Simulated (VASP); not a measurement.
# GaOs12 in VASP: relaxation of the atoms with PBE+D3(BJ)

Aim: the relaxation of the atoms of GaOs12 with PBE+D3(BJ).

Everything below comes from runs of VASP 6.6.1. Logs are shortened: lines on timing, memory, paths and dates and some standing lists are left out, and cuts for length are marked.

### 1 The cell of the first run

The cell holds a slab with vacuum, 13 atoms: a = 5.480 Å, b = 5.480 Å, c = 16.326 Å, α = 90.00°, β = 90.00°, γ = 60.00°.

### 2 Relaxation of the atoms, PBE+D3(BJ)

INCAR

```
PREC = Accurate ; ENCUT = 520
EDIFF = 1E-7 ; ISMEAR = -1
SIGMA = 0.1 ; LREAL = F
LASPH = T ; NELM = 80
ALGO = Normal ; ISIF = 2
LWAVE = F ; LCHARG = F
GGA = PE ; IVDW = 12
IBRION = 2 ; NSW = 80
EDIFFG = -0.03 ; KPAR = 4
```

KPOINTS

```
Automatic mesh
0
Gamma
  4 4 1
```

POSCAR

```
GaOs12
1.0
    5.4800000000      0.0000000000      0.0000000000
    2.7400000000      4.7458190000      0.0000000000
    0.0000000000      0.0000000000     16.3264600000
Os Ga
12 1
Selective dynamics
Direct
    0.0000000000      0.0000000000      0.0612502600  F F F
    0.5000000000      0.0000000000      0.0612502600  F F F
   -0.0000000100      0.5000000200      0.0612502600  F F F
    0.4999999900      0.5000000200      0.0612502600  F F F
   -0.1666666700      0.3333333500      0.1937486800  T T T
    0.3333333300      0.3333333500      0.1937486800  T T T
   -0.1666666900      0.8333333700      0.1937486800  T T T
    0.3333333100      0.8333333700      0.1937486800  T T T
    0.0000000000      0.0000000000      0.3262470900  T T T
    0.5000000000      0.0000000000      0.3262470900  T T T
   -0.0000000100      0.5000000200      0.3262470900  T T T
    0.4999999900      0.5000000200      0.3262470900  T T T
    0.1666666400      1.1666667200      0.4616101700  T T T
```

Potentials or basis: VASP PAW PBE potentials, release 64 (Os, Ga_d).

The run is started by

```console
$ cat potpaw_PBE.64/Os/POTCAR potpaw_PBE.64/Ga_d/POTCAR > POTCAR
$ mpirun -np 4 vasp_std > vasp.out
```

OUTCAR:

```text
PREC = Accurate
   ENCUT = 520
   EDIFF = 1E-7
   ISMEAR = -1
   LREAL = F
   LASPH = T
   NELM = 80
   ISIF = 2
   GGA = PE
   IVDW = 12
   IBRION = 2
   NSW = 80
   EDIFFG = -0.03
 IVDW          = 12

 ion  position               nearest neighbor table
   1  0.000  0.000  0.061-   8 2.68   7 2.68   5 2.68   4 2.74   3 2.74   3 2.74   4 2.74   2 2.74
                             2 2.74
   2  0.500  0.000  0.061-   7 2.68   8 2.68   6 2.68   4 2.74   3 2.74   4 2.74   3 2.74   1 2.74
                             1 2.74
   3  1.000  0.500  0.061-   5 2.68   7 2.68   6 2.68   2 2.74   1 2.74   2 2.74   1 2.74   4 2.74
                             4 2.74
   4  0.500  0.500  0.061-   6 2.68   8 2.68   5 2.68   2 2.74   1 2.74   1 2.74   2 2.74   3 2.74
                             3 2.74
   5  0.833  0.333  0.194-  11 2.68   9 2.68  12 2.68   3 2.68   1 2.68   4 2.68   8 2.74   7 2.74
                             7 2.74   6 2.74   6 2.74   8 2.74
   6  0.333  0.333  0.194-  12 2.68  10 2.68  11 2.68   4 2.68   2 2.68   3 2.68   7 2.74   8 2.74
                             8 2.74   5 2.74   5 2.74   7 2.74
   7  0.833  0.833  0.194-  10 2.68   9 2.68  11 2.68   2 2.68   1 2.68   3 2.68   6 2.74   5 2.74
                             5 2.74   8 2.74   8 2.74   6 2.74
   8  0.333  0.833  0.194-   9 2.68  10 2.68  12 2.68   1 2.68   2 2.68   4 2.68   5 2.74   6 2.74
                             6 2.74   7 2.74   7 2.74   5 2.74
   9  0.000  0.000  0.326-   8 2.68   7 2.68   5 2.68  13 2.72  12 2.74  11 2.74  11 2.74  12 2.74
                            10 2.74  10 2.74
  10  0.500  0.000  0.326-   7 2.68   8 2.68   6 2.68  13 2.72  12 2.74  11 2.74  12 2.74  11 2.74
                             9 2.74   9 2.74
  11  1.000  0.500  0.326-   5 2.68   7 2.68   6 2.68  13 2.72  10 2.74   9 2.74  10 2.74   9 2.74
                            12 2.74  12 2.74
  12  0.500  0.500  0.326-   6 2.68   8 2.68   5 2.68   9 2.74  10 2.74   9 2.74  10 2.74  11 2.74
                            11 2.74
  13  0.167  0.167  0.462-  11 2.72  10 2.72   9 2.72

  LATTYP: Found a hexagonal cell.
 ALAT       =     5.4799998158
 C/A-ratio  =     2.9792811221

  Lattice vectors:

 A1 = (  -2.7400000000,  -4.7458190000,   0.0000000000)
 A2 = (   5.4800000000,   0.0000000000,   0.0000000000)
 A3 = (   0.0000000000,   0.0000000000,  16.3264600000)

Analysis of symmetry for initial positions (statically):
=====================================================================
 Subroutine PRICEL returns:
 Original cell was already a primitive cell.

 Routine SETGRP: Setting up the symmetry group for a
 hexagonal supercell.

 Subroutine GETGRP returns: Found  6 space group operations
 (whereof  2 operations were pure point group operations)
 out of a pool of 24 trial point group operations.

The static configuration has the point symmetry C_1h.
 The point group associated with its full space group is C_3v.

Analysis of symmetry for dynamics (positions and initial velocities):
=====================================================================
 Subroutine PRICEL returns:
 Original cell was already a primitive cell.

 Routine SETGRP: Setting up the symmetry group for a
 hexagonal supercell.

 Subroutine GETGRP returns: Found  6 space group operations
 (whereof  2 operations were pure point group operations)
 out of a pool of 24 trial point group operations.

The dynamic configuration has the point symmetry C_1h.
 The point group associated with its full space group is C_3v.

Analysis of constrained symmetry for selective dynamics:
=====================================================================
 Subroutine PRICEL returns:
 Original cell was already a primitive cell.

 Routine SETGRP: Setting up the symmetry group for a
 hexagonal supercell.

 Subroutine GETGRP returns: Found  6 space group operations
 (whereof  2 operations were pure point group operations)
 out of a pool of 24 trial point group operations.

The constrained configuration has the point symmetry C_1h.
 The point group associated with its full space group is C_3v.

 Subroutine INISYM returns: Found  6 space group operations
 (whereof  2 operations are pure point group operations),
 and found     1 'primitive' translations

----------------------------------------------------------------------------------------

                                     Primitive cell

  volume of cell :     424.6037

  direct lattice vectors                    reciprocal lattice vectors
     5.480000000  0.000000000  0.000000000     0.182481752 -0.105355893  0.000000000
     2.740000000  4.745819000  0.000000000     0.000000000  0.210711787  0.000000000
     0.000000000  0.000000000 16.326460000     0.000000000  0.000000000  0.061250265

  length of vectors
     5.480000000  5.479999816 16.326460000     0.210711779  0.210711787  0.061250265

  position of ions in fractional coordinates (direct lattice)
     0.000000000  0.000000000  0.061250260
     0.500000000  0.000000000  0.061250260
     0.999999990  0.500000020  0.061250260
     0.499999990  0.500000020  0.061250260
     0.833333330  0.333333350  0.193748680
     0.333333330  0.333333350  0.193748680
     0.833333310  0.833333370  0.193748680
     0.333333310  0.833333370  0.193748680
     0.000000000  0.000000000  0.326247090
     0.500000000  0.000000000  0.326247090
     0.999999990  0.500000020  0.326247090
     0.499999990  0.500000020  0.326247090
     0.166666640  0.166666720  0.461610170

  ion indices of the primitive-cell ions
   primitive index   ion index
                 1           1
                 2           2
                 3           3
                 4           4
                 5           5
                 6           6
                 7           7
                 8           8
                 9           9
                10          10
                11          11
                12          12
                13          13

----------------------------------------------------------------------------------------

 KPOINTS: Automatic mesh

Automatic generation of k-mesh.
 Grid dimensions read from file:
 generate k-points for:    4    4    1

 Generating k-lattice:

  Cartesian coordinates                     Fractional coordinates (reciprocal lattice)
     0.045620438 -0.026338973  0.000000000     0.250000000  0.000000000  0.000000000
     0.000000000  0.052677947  0.000000000     0.000000000  0.250000000  0.000000000
     0.000000000  0.000000000  0.061250265     0.000000000  0.000000000  1.000000000

  Length of vectors
     0.052677945  0.052677947  0.061250265

  Shift w.r.t. Gamma in fractional coordinates (k-lattice)
     0.000000000  0.000000000  0.000000000

 Subroutine IBZKPT returns following result:
 ===========================================

 Found      4 irreducible k-points:

 Following reciprocal coordinates:
            Coordinates               Weight
  0.000000  0.000000  0.000000      1.000000
  0.250000  0.000000  0.000000      6.000000
  0.500000  0.000000  0.000000      3.000000
  0.500000  0.250000  0.000000      6.000000
   k-points           NKPTS =      4   k-points in BZ     NKDIM =      4   number of bands    NBANDS=     65
   number of dos      NEDOS =    301   number of ions     NIONS =     13
   total plane-waves  NPLWV = 222264
   dimension x,y,z NGX =    42 NGY =   42 NGZ =  126
   dimension x,y,z NGXF=    84 NGYF=   84 NGZF=  252
   ions per type =              12   1
   NGX,Y,Z   is equivalent  to a cutoff of  12.74, 12.74, 12.83 a.u.
   NGXF,Y,Z  is equivalent  to a cutoff of  25.48, 25.48, 25.66 a.u.
 SYSTEM =  unknown system
   PREC   = accura    normal or accurate (medium, high low for compatibility)
   ISTART =      0    job   : 0-new  1-cont  2-samecut
   ICHARG =      2    charge: 1-file 2-atom 10-const
   ISPIN  =      1    spin polarized calculation?
   LNONCOLLINEAR =      F non collinear calculations
   LSORBIT =      F    spin-orbit coupling
   LASPH  =      T    aspherical Exc in radial PAW
   ENCUT  =  520.0 eV  38.22 Ry    6.18 a.u.  10.19 10.19 30.36*2*pi/ulx,y,z
   NELM   =     80;   NELMIN=  2; NELMDL= -5     # of ELM steps
   EDIFF  = 0.1E-06   stopping-criterion for ELM
   LREAL  =      F    real-space projection
   EDIFFG = -.3E-01   stopping-criterion for IOM
   NSW    =     80    number of steps for IOM
   IBRION =      2    ionic relax: 0-MD 1-quasi-New 2-CG
   NFREE  =      1    steps in history (QN), initial steepest desc. (CG)
   ISIF   =      2    stress and relaxation
   ISYM   =      2    0-nonsym 1-usesym 2-fastsym
   POTIM  = 0.5000    time-step for ionic-motion
   TEBEG  =    0.0;   TEEND  =   0.0 temperature during run
   PSTRESS=    0.0 pullay stress
   NELECT =     109.0000    total number of electrons
   NUPDOWN=      -1.0000    fix difference up-down
   EMIN   =  10.00;   EMAX   =-10.00  energy-range for DOS
   EFERMI =   0.00;   METHOD = LEGACY
   ISMEAR =    -1;   SIGMA  =   0.10  broadening in eV -4-tet -1-fermi 0-gaus
   EFERMI_NEDOS =   21; number of points for ismear=-14 and -15
   IALGO  =     38    algorithm
   IMIX   =      4    mixing-type and parameters
     AMIX     =   0.40;   BMIX     =  1.00
     AMIX_MAG =   1.60;   BMIX_MAG =  1.00
  volume/ion in A,a.u.               =      32.66       220.41
  Fermi-wavevector in a.u.,A,eV,Ry     =   1.040453  1.966171 14.728880  1.082542
  Thomas-Fermi vector in A             =   2.175029
   LORBIT       =      0    0 simple, 1 ext, 2 COOP (PROOUT), +10 PAW based schemes
   GGA     = PE    functional components
   LHFCALC =     F    Hartree Fock is set to
   AEXX    =    0.0000 exact exchange contribution
   IVDW    =    12    specifies the selected vdW correction
   LEPSILON=     F    determine dielectric tensor
   LRPA    =     F    only Hartree local field effects (RPA)
 conjugate gradient relaxation of ions
 non-spin polarized calculation
  energy-cutoff  :      520.00
  volume of cell :      424.60
 maximum number of plane-waves:     11444
 NGX is ok and might be reduce to    42
   NGX = 21   NGY = 21   NGZ = 61

--------------------------------------- Ionic step        1  -------------------------------------------

 number of electron     109.0000018 magnetization

 Free energy of the ion-electron system (eV)
  ---------------------------------------------------
  ext. energy  EPLUGINS =         0.00000000
  ---------------------------------------------------
  free energy    TOTEN  =      -129.28016218 eV

  energy without entropy =     -128.91438184  energy(sigma->0) =     -129.09727201

------------------------ aborting loop because EDIFF is reached ----------------------------------------

 Edisp (eV)   -5.32362

 E8    (eV) :    -2.7127
[... 138 lines left out ...]
  FREE ENERGIE OF THE ION-ELECTRON SYSTEM (eV)
  ---------------------------------------------------
  free  energy   TOTEN  =      -134.8167266580 eV

  energy  without entropy=     -134.4847496133  energy(sigma->0) =     -134.65073814

[... ionic steps 4 to 9 ...]

--------------------------------------- Ionic step       10  -------------------------------------------

 number of electron     109.0000015 magnetization

------------------------ aborting loop because EDIFF is reached ----------------------------------------
[... 97 lines left out ...]
--------------------------------------- Ionic step       12  -------------------------------------------

 number of electron     109.0000015 magnetization

 Free energy of the ion-electron system (eV)
  ---------------------------------------------------
  ext. energy  EPLUGINS =         0.00000000
  ---------------------------------------------------
  free energy    TOTEN  =      -129.56495662 eV

  energy without entropy =     -129.24023575  energy(sigma->0) =     -129.40259619

 E-fermi :   1.2628     XC(G=0):  -7.3236

 val. band max:        1.2320668235   @ k =   0.0000   0.0000   0.0000
 cond. band min:       1.2665046010   @ k =   0.5000   0.0000   0.0000
 fundamental gap:      0.0344377775
 Fermi energy:         1.2628215672

 k-point     1 :       0.0000    0.0000    0.0000
  band No.  band energies     occupation
      1     -13.2795      2.00000
      2     -13.2795      2.00000
      3     -13.2653      2.00000
      4     -13.2347      2.00000
      5     -13.2347      2.00000
      6      -8.8992      2.00000
[... 305 lines left out ...]
  FREE ENERGIE OF THE ION-ELECTRON SYSTEM (eV)
  ---------------------------------------------------
  free  energy   TOTEN  =      -134.9774957105 eV

  energy  without entropy=     -134.6527748441  energy(sigma->0) =     -134.81513528

 reached required accuracy - stopping structural energy minimisation
```

Run time: 24 min. Hardware: 4 MPI ranks of AMD EPYC 7R43 (Zen 3), shared host; peak memory 0.57 GiB.

Results:

* Free energy: -134.9775 eV
* Energy gained by relaxing: 28.7 meV/atom
* Ionic steps: 12
* Band gap on the k mesh: zero (an odd number of electrons rules out a gap without spin polarisation)
* Dispersion energy per atom: -0.416 eV

Step by step:
| step | energy change (eV) | largest force on free atoms (eV/Å) | pressure (GPa) |
| --- | --- | --- | --- |
| 1 | 0.0000 | 1.2687 | -7.11 |
| 2 | -0.1434 | 0.6014 | -6.22 |
| 3 | -0.2129 | 0.7786 | -4.95 |
| 4 | -0.2906 | 0.6005 | -4.38 |
| 5 | -0.2996 | 0.5852 | -4.07 |
| 6 | -0.3280 | 0.5287 | -3.88 |
| 7 | -0.3496 | 0.4611 | -3.47 |
| 8 | -0.3644 | 0.2128 | -3.23 |
| 9 | -0.3649 | 0.2067 | -3.19 |
| 10 | -0.3725 | 0.1589 | -3.18 |
| 11 | -0.3725 | 0.1589 | -3.18 |
| 12 | -0.3737 | 0.0270 | -3.18 |

Final structure:
```
Os Ga
1.0
     5.48000    0.00000    0.00000
     2.74000    4.74582    0.00000
     0.00000    0.00000   16.32646
Os Ga
12 1
Direct
  0.00000 0.00000 0.06125
  0.50000 0.00000 0.06125
  0.00000 0.50000 0.06125
  0.50000 0.50000 0.06125
  0.83343 0.33329 0.18920
  0.33328 0.33329 0.18920
  0.83333 0.83333 0.18867
  0.33329 0.83343 0.18920
  0.99466 0.99466 0.31885
  0.51068 0.99466 0.31885
  0.99466 0.51068 0.31885
  0.50000 0.50000 0.31726
  0.16667 0.16667 0.44377
```

Caveat: there is no dipole correction, which matters where the two faces differ; spin-orbit coupling is left out, which moves the levels of the heavy elements.

The gap in the log of VASP goes by the Fermi energy; the results here count the filled bands.